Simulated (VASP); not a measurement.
# Si (I4_1/amd) in VASP: notebook, part 2 of 2

VASP 6.6.1.

## (4) Single point, PBE (20.95 Å³/atom)

This run uses another cell than the first one, of 20.95 Å³/atom.

Contents of INCAR:

```
  ALGO = Normal
  EDIFF = 1E-6
  ENCUT = 520
  GGA = PE
  ISIF = 2
  ISMEAR = 0
  LASPH = T
  LCHARG = F
  LREAL = F
  LWAVE = F
  NBANDS = 11
  NELM = 60
  PREC = Accurate
  SIGMA = 0.05
```

Contents of KPOINTS:

```
k-points
0
Gamma
  10 10 10
```

Contents of POSCAR:

```
Si
1.0
    0.0000000000      2.5943493596      3.1121814918
    2.5943493596      0.0000000000      3.1121814918
    2.5943493596      2.5943493596      0.0000000000
Si
2
Direct
    0.5000000000      0.5000000000      0.5000000000
    0.7500000000      0.7500000000      0.7500000000
```

Potentials or basis: VASP PAW PBE potentials, release 64 (Si).

Launch:

```sh
$ cat potpaw_PBE.64/Si/POTCAR > POTCAR
$ mpirun -np 1 vasp_std > vasp.out
```

OUTCAR:

```text
EDIFF = 1E-6
   ENCUT = 520
   GGA = PE
   ISIF = 2
   ISMEAR = 0
   LASPH = T
   LREAL = F
   NELM = 60
   PREC = Accurate

 ion  position               nearest neighbor table
   1  0.500  0.500  0.500-   2 2.41   2 2.41   2 2.41   2 2.41
   2  0.750  0.750  0.750-   1 2.41   1 2.41   1 2.41   1 2.41

  LATTYP: Found a body centered tetragonal cell.
 ALAT       =     3.6689640499
 C/A-ratio  =     1.6964905894

  Lattice vectors:

 A1 = (  -2.5943493596,   0.0000000000,   3.1121814918)
 A2 = (   2.5943493596,   0.0000000000,   3.1121814918)
 A3 = (   0.0000000000,   2.5943493596,  -3.1121814918)

Analysis of symmetry for initial positions (statically):
=====================================================================
 Subroutine PRICEL returns:
 Original cell was already a primitive cell.

 Routine SETGRP: Setting up the symmetry group for a
 body centered tetragonal supercell.

 Subroutine GETGRP returns: Found 16 space group operations
 (whereof  8 operations were pure point group operations)
 out of a pool of 16 trial point group operations.

The static configuration has the point symmetry D_2d.
 The point group associated with its full space group is D_4h.

Analysis of symmetry for dynamics (positions and initial velocities):
=====================================================================
 Subroutine PRICEL returns:
 Original cell was already a primitive cell.

 Routine SETGRP: Setting up the symmetry group for a
 body centered tetragonal supercell.

 Subroutine GETGRP returns: Found 16 space group operations
 (whereof  8 operations were pure point group operations)
 out of a pool of 16 trial point group operations.

The dynamic configuration has the point symmetry D_2d.
 The point group associated with its full space group is D_4h.

 Subroutine INISYM returns: Found 16 space group operations
 (whereof  8 operations are pure point group operations),
 and found     1 'primitive' translations

[... 116 lines left out ...]
  Fermi-wavevector in a.u.,A,eV,Ry     =   0.942730  1.781502 12.092052  0.888741
  Thomas-Fermi vector in A             =   2.070369
   LORBIT       =      0    0 simple, 1 ext, 2 COOP (PROOUT), +10 PAW based schemes
   GGA     = PE    functional components
   LHFCALC =     F    Hartree Fock is set to
   AEXX    =    0.0000 exact exchange contribution
   IVDW    =     0    specifies the selected vdW correction
   LEPSILON=     F    determine dielectric tensor
   LRPA    =     F    only Hartree local field effects (RPA)
 non-spin polarized calculation
 Gauss-broadening in eV      SIGMA  =   0.05
  energy-cutoff  :      520.00
  volume of cell :       41.89
 maximum number of plane-waves:      1159
   NGX = 15   NGY = 15   NGZ = 13

 number of electron       8.0000000 magnetization

 Free energy of the ion-electron system (eV)
  ---------------------------------------------------
  ext. energy  EPLUGINS =         0.00000000
  ---------------------------------------------------
  free energy    TOTEN  =       -10.51794231 eV

  energy without entropy =      -10.51746826  energy(sigma->0) =      -10.51770528

 E-fermi :   5.8351     XC(G=0):  -9.2742

 val. band max:        5.8186138124   @ k =   0.1000   0.0000   0.0000
 cond. band min:       5.8870892561   @ k =   0.5000  -0.0000   0.4000
 fundamental gap:      0.0684754437
 Fermi energy:         5.8351164215

 k-point     1 :       0.0000    0.0000    0.0000
  band No.  band energies     occupation
      1      -6.2332      2.00000
      2       4.4124      2.00000
      3       5.9598      0.00042
      4       5.9598      0.00042
      5       7.6298      0.00000
      6       7.8972      0.00000
      7       7.8972      0.00000
      8       8.5220      0.00000
      9      11.7118      0.00000
     10      13.2230      0.00000
     11      13.9039      0.00000
[... 309 lines left out ...]
 k-point    24 :       0.4000    0.3000    0.0000
  band No.  band energies     occupation
      1      -4.4961      2.00000
      2      -0.7282      2.00000
      3       3.2986      2.00000
      4       4.0112      2.00000
      5       7.5483      0.00000
      6       8.5652      0.00000
      7      11.6049      0.00000
      8      12.3208      0.00000
      9      14.5097      0.00000
     10      16.3779      0.00000
     11      16.5826      0.00000

 [... further k-points ...]
[... 5 lines left out ...]
  --------------------------------------------------------------------------------------
  -------------------------------------------------------------------------------------
  Total        1.1582611      1.1582611     -4.4803620      0.0000000      0.0000000      0.0000000
  in kB       44.2960735     44.2960735   -171.3451674      0.0000000      0.0000000      0.0000000
  external PRESSURE =     -27.5843401 kB  Pullay stress =       0.0000000 kB

 VOLUME and BASIS-vectors are now :
 -----------------------------------------------------------------------------
  energy-cutoff  :      520.00
  volume of cell :       41.89
      direct lattice vectors                 reciprocal lattice vectors
     0.000000000  2.594349360  3.112181492    -0.192726549  0.192726549  0.160659011
     2.594349360  0.000000000  3.112181492     0.192726549 -0.192726549  0.160659011
     2.594349360  2.594349360  0.000000000     0.192726549  0.192726549 -0.160659011

 POSITION                                       TOTAL-FORCE (eV/Angst)
 -----------------------------------------------------------------------------------
      2.59435      2.59435      3.11218        -0.000000     -0.000000     -0.000000
      3.89152      3.89152      4.66827         0.000000      0.000000      0.000000
 -----------------------------------------------------------------------------------
    total drift:                                0.000000     -0.000000     -0.000000

  FREE ENERGIE OF THE ION-ELECTRON SYSTEM (eV)
  ---------------------------------------------------
  free  energy   TOTEN  =       -10.5179423073 eV

  energy  without entropy=      -10.5174682615  energy(sigma->0) =      -10.51770528
```

OSZICAR:

```text
N       E                     dE             d eps       ncg     rms          rms(c)
DAV:   1     0.888572985740E+01    0.88857E+01   -0.32182E+03  2244   0.579E+02
DAV:   2    -0.100647228815E+02   -0.18950E+02   -0.18193E+02  2999   0.863E+01
DAV:   3    -0.106624024568E+02   -0.59768E+00   -0.59215E+00  2853   0.135E+01
DAV:   4    -0.106669960543E+02   -0.45936E-02   -0.45927E-02  2675   0.148E+00
DAV:   5    -0.106670455284E+02   -0.49474E-04   -0.49473E-04  2887   0.144E-01    0.445E+00
DAV:   6    -0.105646237947E+02    0.10242E+00   -0.56172E-02  2570   0.969E-01    0.269E+00
DAV:   7    -0.105168804686E+02    0.47743E-01   -0.10998E-01  2583   0.146E+00    0.150E-01
DAV:   8    -0.105178196085E+02   -0.93914E-03   -0.56908E-03  2558   0.398E-01    0.786E-02
DAV:   9    -0.105179167549E+02   -0.97146E-04   -0.19575E-04  2856   0.843E-02    0.649E-02
DAV:  10    -0.105179428836E+02   -0.26129E-04   -0.47434E-05  2633   0.365E-02    0.121E-02
DAV:  11    -0.105179423073E+02    0.57634E-06   -0.97372E-07  2688   0.541E-03
   1 F= -.10517942E+02 E0= -.10517705E+02  d E =-.474046E-03
```

Wall time 46 s (1 thread of AMD EPYC 7R13, shared host); peak memory 0.15 GiB.

What came out:

- Free energy: -10.5179 eV
- Pressure: -2.8 GPa
- Band gap on the k mesh: zero (bands 4 and 5 overlap by 0.35 eV)

Stress tensor (GPa, compression positive):
```
  4.43   0.00   0.00
  0.00   4.43   0.00
  0.00   0.00 -17.13
```

Levels at points of the mesh, in eV from the Fermi level:
```tsv
k point	band 1	band 2	band 3	band 4	band 5	band 6	band 7	band 8
(0.00, 0.00, 0.00)	-12.07	-1.42	0.12	0.12	1.79	2.06	2.06	2.69
(0.50, 0.00, 0.00)	-9.80	-7.17	-2.44	-0.61	0.07	3.33	3.64	7.48
(0.50, 0.50, 0.00)	-8.74	-8.74	-2.17	-2.17	1.38	1.38	9.18	9.18
(0.50, 0.00, 0.50)	-7.71	-7.71	-3.48	-3.48	-0.04	-0.04	7.49	7.49
```

Caveat: semilocal functionals underestimate gaps, so a narrow gap can read as zero.

## (5) Single point, PBE (20.95 Å³/atom)

This run uses another cell than the first one, of 20.95 Å³/atom.

Contents of INCAR:

```
SYSTEM = Si
PREC = Accurate
ENCUT = 520
EDIFF = 1E-7
ISMEAR = 0
SIGMA = 0.05
LREAL = .FALSE.
LASPH = .TRUE.
NELM = 60
ALGO = Normal
ISIF = 2
LWAVE = .FALSE.
LCHARG = .FALSE.
GGA = PE
NBANDS = 11
```

Contents of KPOINTS:

```
regular mesh
0
G
  10 10 10
  0 0 0
```

Contents of POSCAR:

```
Si
1.0
    0.0000000000      2.7902078441      2.6905974241
    2.7902078441      0.0000000000      2.6905974241
    2.7902078441      2.7902078441      0.0000000000
Si
2
Direct
    0.5000000000      0.5000000000      0.5000000000
    0.7500000000      0.7500000000      0.7500000000
```

Launch:

```sh
$ cat potpaw_PBE.64/Si/POTCAR > POTCAR
$ mpirun -np 1 vasp_std > vasp.out
```

It took 64 s on 1 thread of AMD EPYC 7R13, shared host; peak memory 0.15 GiB.

Results (log left out):

| Item | Value |
| --- | --- |
| Free energy | -10.8320 eV |
| Pressure | -2.1 GPa |
| Band gap on the k mesh | 0.28 eV (least direct gap 2.30 eV) |

Stress tensor (GPa, compression positive):
```
-3.19  0.00  0.00
 0.00 -3.19  0.00
 0.00  0.00  0.10
```

Levels at points of the mesh, in eV from the valence-band top:
| k point | band 1 | band 2 | band 3 | band 4 | band 5 | band 6 | band 7 | band 8 |
| --- | --- | --- | --- | --- | --- | --- | --- | --- |
| (0.00, 0.00, 0.00) | -11.81 | -0.24 | -0.24 | 0.00 | 2.30 | 2.44 | 2.44 | 2.68 |
| (0.50, 0.00, 0.00) | -9.59 | -6.92 | -1.48 | -1.16 | 1.18 | 3.07 | 3.37 | 7.52 |
| (0.50, 0.50, 0.00) | -7.70 | -7.70 | -3.07 | -3.07 | 0.45 | 0.45 | 9.54 | 9.54 |
| (0.50, 0.00, 0.50) | -7.90 | -7.90 | -2.80 | -2.80 | 0.73 | 0.73 | 9.42 | 9.42 |

A k mesh can miss the band edges.

## (6) The runs side by side

| cell | gap on the mesh (eV) | pressure (GPa) |
| --- | --- | --- |
| a = 3.853, b = 3.853, c = 3.638 Å, angles 61.8, 61.8, 56.3°, 2 atoms | none | 7.2 |
| a = 3.982, b = 3.982, c = 3.759 Å, angles 61.8, 61.8, 56.3°, 2 atoms | 0.07 | -2.3 |
| a = 4.052, b = 4.052, c = 3.669 Å, angles 63.1, 63.1, 53.8°, 2 atoms | none | -2.8 |
| a = 3.876, b = 3.876, c = 3.946 Å, angles 59.4, 59.4, 61.2°, 2 atoms | 0.28 | -2.1 |

Alike in all rows: task single point; level PBE; potentials or basis VASP PAW PBE potentials, release 64 (Si); no spin polarisation; k mesh 10 × 10 × 10; cutoff (eV) 520; smearing gaussian 0.05 eV.

Caveats: semilocal functionals underestimate gaps, so a narrow gap can read as zero (at least some runs); the cell stands under pressure (at least some runs).

Absolute energies hang on the potentials; compare differences alone.
